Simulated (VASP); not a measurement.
# As (P6/mmm) in VASP: a series of runs

As is run at these levels: revPBE; tasks: single point.

Everything below comes from runs of VASP 6.6.1. Logs are shortened: lines on timing, memory, paths and dates and some standing lists are left out, and cuts for length are marked.

## Step 1: The cell of the first run

It takes space group P6/mmm (No. 191, hexagonal). The conventional cell has a = 4.671 Å, b = 4.671 Å, c = 2.723 Å, α = 90.00°, β = 90.00°, γ = 120.00°. As (site symmetry 6/mmm) has 14 As at 2.72 to 3.02 Å within 3.6 Å. Within 3.6 Å of As (site symmetry -6m2) lie 11 As at 2.70 to 3.02 Å.

This isn't the form of As at room conditions, which is rhombohedral.

## Step 2: Single point, revPBE (17.15 Å³/atom)

The input, INCAR:

```
SYSTEM = As
PREC = Accurate
ENCUT = 520
EDIFF = 1E-6
ISMEAR = -1
SIGMA = 0.1
LREAL = .False.
LASPH = .True.
NELM = 80
ALGO = Normal
ISIF = 2
LWAVE = .False.
LCHARG = .True.
GGA = RE
LELF = .True.
LVHAR = .True.
NBANDS = 14
```

The input, KPOINTS:

```
regular mesh
0
Gamma
  9 9 12
  0 0 0
```

The input, POSCAR:

```
As
1.0
    4.6707976546      0.0000000000      0.0000000000
   -2.3353988273      4.0450294248      0.0000000000
    0.0000000000      0.0000000000      2.7233433155
As
3
Direct
    1.0000000000      1.0000000000      0.0000000000
    0.3333333333      0.6666666667      0.5000000000
    0.6666666667      0.3333333333      0.5000000000
```

Potentials or basis: VASP PAW PBE potentials, release 64 (As).

Launch:

```console
cat potpaw_PBE.64/As/POTCAR > POTCAR
mpirun -np 1 vasp_std > vasp.out
```

OUTCAR:

```text
SYSTEM = As
   PREC = Accurate
   ENCUT = 520
   EDIFF = 1E-6
   ISMEAR = -1
   LREAL = .False.
   LASPH = .True.
   NELM = 80
   ISIF = 2
   GGA = RE

 ion  position               nearest neighbor table
   1  0.000  0.000  0.000-
   2  0.333  0.667  0.500-   3 2.70   3 2.70   3 2.70
   3  0.667  0.333  0.500-   2 2.70   2 2.70   2 2.70

  LATTYP: Found a hexagonal cell.
 ALAT       =     4.6707976546
 C/A-ratio  =     0.5830574383

  Lattice vectors:

 A1 = (   4.6707976546,   0.0000000000,   0.0000000000)
 A2 = (  -2.3353988273,   4.0450294248,   0.0000000000)
 A3 = (   0.0000000000,   0.0000000000,   2.7233433155)

Analysis of symmetry for initial positions (statically):
=====================================================================
 Subroutine PRICEL returns:
 Original cell was already a primitive cell.

 Routine SETGRP: Setting up the symmetry group for a
 hexagonal supercell.

 Subroutine GETGRP returns: Found 24 space group operations
 (whereof 24 operations were pure point group operations)
 out of a pool of 24 trial point group operations.

The static configuration has the point symmetry D_6h.

Analysis of symmetry for dynamics (positions and initial velocities):
=====================================================================
 Subroutine PRICEL returns:
 Original cell was already a primitive cell.

 Routine SETGRP: Setting up the symmetry group for a
 hexagonal supercell.

 Subroutine GETGRP returns: Found 24 space group operations
 (whereof 24 operations were pure point group operations)
 out of a pool of 24 trial point group operations.

The dynamic configuration has the point symmetry D_6h.

 Subroutine INISYM returns: Found 24 space group operations
 (whereof 24 operations are pure point group operations),
 and found     1 'primitive' translations

----------------------------------------------------------------------------------------

                                     Primitive cell

  volume of cell :      51.4535

  direct lattice vectors                    reciprocal lattice vectors
     4.670797655  0.000000000  0.000000000     0.214096194  0.123608495  0.000000000
    -2.335398827  4.045029425  0.000000000     0.000000000  0.247216990  0.000000000
     0.000000000  0.000000000  2.723343316     0.000000000  0.000000000  0.367195716

  length of vectors
     4.670797655  4.670797655  2.723343316     0.247216990  0.247216990  0.367195716

  position of ions in fractional coordinates (direct lattice)
     0.000000000  0.000000000  0.000000000
     0.333333333  0.666666667  0.500000000
     0.666666667  0.333333333  0.500000000

  ion indices of the primitive-cell ions
   primitive index   ion index
                 1           1
                 2           2
                 3           3

----------------------------------------------------------------------------------------

 KPOINTS: regular mesh

Automatic generation of k-mesh.
 Grid dimensions read from file:
 generate k-points for:    9    9   12

 Generating k-lattice:

  Cartesian coordinates                     Fractional coordinates (reciprocal lattice)
     0.023788466  0.013734277  0.000000000     0.111111111  0.000000000  0.000000000
     0.000000000  0.027468554  0.000000000     0.000000000  0.111111111  0.000000000
     0.000000000  0.000000000  0.030599643     0.000000000  0.000000000  0.083333333

  Length of vectors
     0.027468554  0.027468554  0.030599643

  Shift w.r.t. Gamma in fractional coordinates (k-lattice)
     0.000000000  0.000000000  0.000000000

 Subroutine IBZKPT returns following result:
 ===========================================

 Found     84 irreducible k-points:

 Following reciprocal coordinates:
            Coordinates               Weight
  0.000000  0.000000  0.000000      1.000000
  0.111111  0.000000  0.000000      6.000000
  0.222222  0.000000  0.000000      6.000000
  0.333333  0.000000  0.000000      6.000000
  0.444444  0.000000  0.000000      6.000000
  0.111111  0.111111  0.000000      6.000000
[... 16 lines left out ...]
  0.333333  0.222222  0.083333     24.000000
  0.333333  0.333333  0.083333      4.000000
 [... further k-points ...]
   k-points           NKPTS =     84   k-points in BZ     NKDIM =     84   number of bands    NBANDS=     14
   number of dos      NEDOS =    301   number of ions     NIONS =      3
   total plane-waves  NPLWV =  25920
   dimension x,y,z NGX =    36 NGY =   36 NGZ =   20
   dimension x,y,z NGXF=    72 NGYF=   72 NGZF=   40
   ions per type =               3
   NGX,Y,Z   is equivalent  to a cutoff of  12.81, 12.81, 12.21 a.u.
   NGXF,Y,Z  is equivalent  to a cutoff of  25.63, 25.63, 24.42 a.u.
 SYSTEM =  As
   PREC   = accura    normal or accurate (medium, high low for compatibility)
   ISTART =      0    job   : 0-new  1-cont  2-samecut
   ICHARG =      2    charge: 1-file 2-atom 10-const
   ISPIN  =      1    spin polarized calculation?
   LNONCOLLINEAR =      F non collinear calculations
   LSORBIT =      F    spin-orbit coupling
   LASPH  =      T    aspherical Exc in radial PAW
   ENCUT  =  520.0 eV  38.22 Ry    6.18 a.u.   8.68  8.68  5.06*2*pi/ulx,y,z
   NELM   =     80;   NELMIN=  2; NELMDL= -5     # of ELM steps
   EDIFF  = 0.1E-05   stopping-criterion for ELM
   LREAL  =      F    real-space projection
   EDIFFG = 0.1E-04   stopping-criterion for IOM
   NSW    =      0    number of steps for IOM
   IBRION =     -1    ionic relax: 0-MD 1-quasi-New 2-CG
   NFREE  =      0    steps in history (QN), initial steepest desc. (CG)
   ISIF   =      2    stress and relaxation
   ISYM   =      2    0-nonsym 1-usesym 2-fastsym
   POTIM  = 0.5000    time-step for ionic-motion
   TEBEG  =    0.0;   TEEND  =   0.0 temperature during run
   PSTRESS=    0.0 pullay stress
   NELECT =      15.0000    total number of electrons
   NUPDOWN=      -1.0000    fix difference up-down
   EMIN   =  10.00;   EMAX   =-10.00  energy-range for DOS
   EFERMI =   0.00;   METHOD = LEGACY
   ISMEAR =    -1;   SIGMA  =   0.10  broadening in eV -4-tet -1-fermi 0-gaus
   EFERMI_NEDOS =   21; number of points for ismear=-14 and -15
   IALGO  =     38    algorithm
   IMIX   =      4    mixing-type and parameters
     AMIX     =   0.40;   BMIX     =  1.00
     AMIX_MAG =   1.60;   BMIX_MAG =  1.00
  volume/ion in A,a.u.               =      17.15       115.74
  Fermi-wavevector in a.u.,A,eV,Ry     =   1.085509  2.051315 16.032158  1.178330
  Thomas-Fermi vector in A             =   2.221625
   LORBIT       =      0    0 simple, 1 ext, 2 COOP (PROOUT), +10 PAW based schemes
   GGA     = RE    functional components
   LHFCALC =     F    Hartree Fock is set to
   AEXX    =    0.0000 exact exchange contribution
   IVDW    =     0    specifies the selected vdW correction
   LEPSILON=     F    determine dielectric tensor
   LRPA    =     F    only Hartree local field effects (RPA)
 non-spin polarized calculation
  energy-cutoff  :      520.00
  volume of cell :       51.45
 maximum number of plane-waves:      1408
 NGX is ok and might be reduce to    36
   NGX = 17   NGY = 17   NGZ = 11

 number of electron      15.0000003 magnetization

 Free energy of the ion-electron system (eV)
  ---------------------------------------------------
  ext. energy  EPLUGINS =         0.00000000
  ---------------------------------------------------
  free energy    TOTEN  =       -11.43215860 eV

  energy without entropy =      -11.38993946  energy(sigma->0) =      -11.41104903

 E-fermi :   7.8412     XC(G=0): -11.2126

 val. band max:        7.8280657805   @ k =   0.2222   0.1111   0.4167
 cond. band min:       7.8755773157   @ k =   0.1111   0.1111   0.5000
 fundamental gap:      0.0475115352
 Fermi energy:         7.8412043136

 k-point     1 :       0.0000    0.0000    0.0000
  band No.  band energies     occupation
      1      -8.3088      2.00000
      2      -2.0249      2.00000
      3      -1.8570      2.00000
      4       2.4994      2.00000
      5       2.4994      2.00000
      6       2.7997      2.00000
      7       2.7997      2.00000
      8      10.5502      0.00000
      9      14.2938      0.00000
     10      14.2938      0.00000
     11      15.0789      0.00000
     12      15.3381      0.00000
     13      15.3724      0.00000
     14      20.7962      0.00000

 k-point     2 :       0.1111    0.0000    0.0000
  band No.  band energies     occupation
      1      -8.2002      2.00000
      2      -2.3513      2.00000
      3      -2.1573      2.00000
      4       1.7463      2.00000
      5       2.2437      2.00000
      6       3.7616      2.00000
      7       4.0901      2.00000
      8      10.6534      0.00000
      9      13.4343      0.00000
     10      13.9892      0.00000
     11      15.1661      0.00000
     12      15.2017      0.00000
     13      15.2317      0.00000
     14      20.5953      0.00000

 k-point     3 :       0.2222    0.0000    0.0000
  band No.  band energies     occupation
      1      -7.8751      2.00000
      2      -3.3556      2.00000
      3      -2.5705      2.00000
      4       1.0767      2.00000
      5       2.9066      2.00000
      6       5.0538      2.00000
      7       6.0463      2.00000
      8      10.9600      0.00000
      9      11.6138      0.00000
     10      13.0492      0.00000
     11      14.6070      0.00000
     12      14.9724      0.00000
     13      15.5138      0.00000
     14      19.5661      0.00000
[... 324 lines left out ...]
 k-point    23 :       0.3333    0.2222    0.0833
  band No.  band energies     occupation
      1      -6.1434      2.00000
      2      -5.2109      2.00000
      3      -4.3369      2.00000
      4       2.5336      2.00000
      5       4.3053      2.00000
      6       6.1461      2.00000
      7       9.7536      0.00000
      8      10.1788      0.00000
      9      11.1739      0.00000
     10      11.3723      0.00000
     11      12.0169      0.00000
     12      12.5966      0.00000
     13      16.3163      0.00000
     14      17.1882      0.00000

 k-point    24 :       0.3333    0.3333    0.0833
  band No.  band energies     occupation
      1      -5.3626      2.00000
      2      -5.3626      2.00000
      3      -5.2192      2.00000
      4       3.9320      2.00000
      5       4.3872      2.00000
      6       4.3872      2.00000
      7      10.4812      0.00000
      8      10.4812      0.00000
      9      11.6168      0.00000
     10      11.6582      0.00000
     11      12.1838      0.00000
     12      12.1838      0.00000
     13      16.2704      0.00000
     14      16.3977      0.00000

 [... further k-points ...]

------------------------ aborting loop because EDIFF is reached ----------------------------------------

  FORCE on cell =-STRESS in cart. coord.  units (eV):
  Direction    XX          YY          ZZ          XY          YZ          ZX
  --------------------------------------------------------------------------------------
  -------------------------------------------------------------------------------------
  Total        3.9111765      3.9111765      5.0498585     -0.0000000     -0.0000000      0.0000000
  in kB      121.7875415    121.7875415    157.2442077     -0.0000000     -0.0000000      0.0000000
  external PRESSURE =     133.6064302 kB  Pullay stress =       0.0000000 kB

 VOLUME and BASIS-vectors are now :
 -----------------------------------------------------------------------------
  energy-cutoff  :      520.00
  volume of cell :       51.45
      direct lattice vectors                 reciprocal lattice vectors
     4.670797655  0.000000000  0.000000000     0.214096194  0.123608495  0.000000000
    -2.335398827  4.045029425  0.000000000     0.000000000  0.247216990  0.000000000
     0.000000000  0.000000000  2.723343316     0.000000000  0.000000000  0.367195716

 POSITION                                       TOTAL-FORCE (eV/Angst)
 -----------------------------------------------------------------------------------
      0.00000      0.00000      0.00000        -0.000000      0.000000      0.000000
     -0.00000      2.69669      1.36167         0.000000     -0.000000     -0.000000
      2.33540      1.34834      1.36167        -0.000000      0.000000      0.000000
 -----------------------------------------------------------------------------------
    total drift:                               -0.000000      0.000000     -0.000000

  FREE ENERGIE OF THE ION-ELECTRON SYSTEM (eV)
  ---------------------------------------------------
  free  energy   TOTEN  =       -11.4321585983 eV

  energy  without entropy=      -11.3899394573  energy(sigma->0) =      -11.41104903
```

Run time: 25 s. Hardware: 1 thread of Intel Xeon 8259CL, shared host; peak memory 0.19 GiB.

What came out:

| Item | Value |
| --- | --- |
| Free energy | -11.4322 eV |
| Pressure | 13.4 GPa |
| Band gap on the k mesh | zero (an odd number of electrons rules out a gap without spin polarisation) |

Caveat: the cell stands under pressure; the PAW data sets were made with another functional, which shifts forces and pressure a little.

## Step 3: Single point, revPBE (17.93 Å³/atom)

This run uses another cell than the first one, of 17.93 Å³/atom.

The input, INCAR:

```
ALGO = Normal
EDIFF = 1E-6
ENCUT = 520
GGA = RE
ISIF = 2
ISMEAR = -1
LASPH = True
LCHARG = False
LREAL = False
LWAVE = False
NBANDS = 14
NELM = 80
PREC = Accurate
SIGMA = 0.1
```

The input, KPOINTS:

```
k-points
0
Gamma
  9 9 12
```

The input, POSCAR:

```
As
1.0
    4.7405213318      0.0000000000      0.0000000000
   -2.3702606659      4.1054119005      0.0000000000
    0.0000000000      0.0000000000      2.7639962241
As
3
Direct
    1.0000000000      1.0000000000      0.0000000000
    0.3333333333      0.6666666667      0.5000000000
    0.6666666667      0.3333333333      0.5000000000
```

Potentials or basis: VASP PAW PBE potentials, release 64 (As).

Launch:

```console
cat potpaw_PBE.64/As/POTCAR > POTCAR
mpirun -np 1 vasp_std > vasp.out
```

Wall time 30 s (1 thread of Intel Xeon 8259CL, shared host); peak memory 0.21 GiB.

Results (log left out):

| Item | Value |
| --- | --- |
| Free energy | -11.5864 eV |
| Pressure | 8.0 GPa |
| Band gap on the k mesh | zero (an odd number of electrons rules out a gap without spin polarisation) |

Stress tensor (GPa, compression positive):
```
7.06 0.00 0.00
0.00 7.06 0.00
0.00 0.00 9.79
```

Levels at points of the mesh, in eV from the Fermi level:
```tsv
k point	band 5	band 6	band 7	band 8	band 9	band 10	band 11	band 12
(0.00, 0.00, 0.00)	-5.06	-4.76	-4.76	2.61	6.09	6.09	7.08	7.10
(0.00, 0.00, 0.50)	-3.50	-2.73	-2.49	-2.49	-0.62	-0.62	0.49	0.49
```

Caveat: the cell stands under pressure; the PAW data sets were made with another functional, which shifts forces and pressure a little.

## Step 4: Single point, revPBE (18.71 Å³/atom)

This run uses another cell than the first one, of 18.71 Å³/atom.

The input, INCAR:

```
SYSTEM = As
  PREC = Accurate
  ENCUT = 520
  EDIFF = 1E-7
  ISMEAR = -1
  SIGMA = 0.1
  LREAL = .False.
  LASPH = .True.
  NELM = 60
  ALGO = Normal
  ISIF = 2
  LWAVE = .False.
  LCHARG = .False.
  GGA = RE
  NBANDS = 14
```

The input, KPOINTS:

```
Automatic mesh
0
Gamma
  9 9 12
  0 0 0
```

The input, POSCAR:

```
As
1.0
    4.8082522159      0.0000000000      0.0000000000
   -2.4041261079      4.1640685668      0.0000000000
    0.0000000000      0.0000000000      2.8034872199
As
3
Direct
    1.0000000000      1.0000000000      0.0000000000
    0.3333333333      0.6666666667      0.5000000000
    0.6666666667      0.3333333333      0.5000000000
```

Launch:

```console
cat potpaw_PBE.64/As/POTCAR > POTCAR
mpirun -np 1 vasp_std > vasp.out
```

Run time: 33 s. Hardware: 1 thread of Intel Xeon 8259CL, shared host; peak memory 0.21 GiB.

It converged, with:

- Free energy: -11.6701 eV
- Pressure: 3.7 GPa
- Band gap on the k mesh: zero (an odd number of electrons rules out a gap without spin polarisation)

Stress tensor (GPa, compression positive):
```
3.01 0.00 0.00
0.00 3.01 0.00
0.00 0.00 4.97
```

Levels at points of the mesh, in eV from the Fermi level:
| k point | band 6 | band 7 | band 8 | band 9 | band 10 | band 11 |
| --- | --- | --- | --- | --- | --- | --- |
| (0.00, 0.00, 0.00) | -4.50 | -4.50 | 2.52 | 5.76 | 5.76 | 6.70 |
| (0.00, 0.00, 0.50) | -2.59 | -2.35 | -2.35 | -0.54 | -0.54 | 0.58 |

Caveat: the cell stands under pressure; the PAW data sets were made with another functional, which shifts forces and pressure a little.

## Step 5: The runs side by side

| cell | gap on the mesh (eV) | pressure (GPa) |
| --- | --- | --- |
| a = 4.671, b = 4.671, c = 2.723 Å, angles 90.0, 90.0, 120.0°, 3 atoms | none | 13.4 |
| a = 4.741, b = 4.741, c = 2.764 Å, angles 90.0, 90.0, 120.0°, 3 atoms | none | 8.0 |
| a = 4.808, b = 4.808, c = 2.803 Å, angles 90.0, 90.0, 120.0°, 3 atoms | none | 3.7 |

Alike in all rows: task single point; level revPBE; potentials or basis VASP PAW PBE potentials, release 64 (As); no spin polarisation; k mesh 9 × 9 × 12; cutoff (eV) 520; smearing fermi-dirac 0.1 eV.

Caveats: the cell stands under pressure; the PAW data sets were made with another functional, which shifts forces and pressure a little.

Total energies depend on the potentials used, so only differences within one code and one set of settings carry meaning.
